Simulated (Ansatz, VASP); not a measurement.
## One calculation of BaTiO3, two programs

```xyz
5
Lattice="3.9635 0.0000 0.0000 0.0000 2.8582 2.8741 0.0000 -2.8582 2.8741" Properties=species:S:1:pos:R:3 pbc="T T T"
Ba    0.0000    0.0000    0.0482
Ti    1.9817    0.0000    3.0105
O     0.0000    0.0000    2.8178
O     1.9817   -1.3890    4.2361
O     1.9817    1.3890    4.2361
```

Alike in both runs: functional r2SCAN; k mesh 6 × 6 × 6; occupations gaussian, width 0.02 eV; no spin polarisation.

Ansatz relaxed the structure, and its values are those at the end. VASP's run is a single point on that final structure, the one shown.

```csv
,VASP,Ansatz
version,VASP 6.6.1,Ansatz 0.2.0
potentials or method,"VASP PAW PBE potentials, release 64 (Ba_sv, Ti_sv, O), cutoff 520 eV","scalar-relativistic, plane waves, PAW"
valence electrons in the cell,40,40
```

|  | VASP | Ansatz | Ansatz less VASP |
| --- | --- | --- | --- |
| gap on the k mesh at the Fermi level (eV) | 2.64 | 2.66 | +0.016 |
| least direct gap on the mesh (eV) | 3.11 | 3.10 | -0.020 |
| pressure (GPa) | 1.9 | 0.0 | -1.92 |
| rms of the force components (eV/Å) | 0.063 | 0.003 | -0.0604 |

VASP's potentials were made for PBE, not for r2SCAN. With one functional, cell and mesh, what is left measures potentials, basis and numerics.

Neither program's run includes spin-orbit coupling.
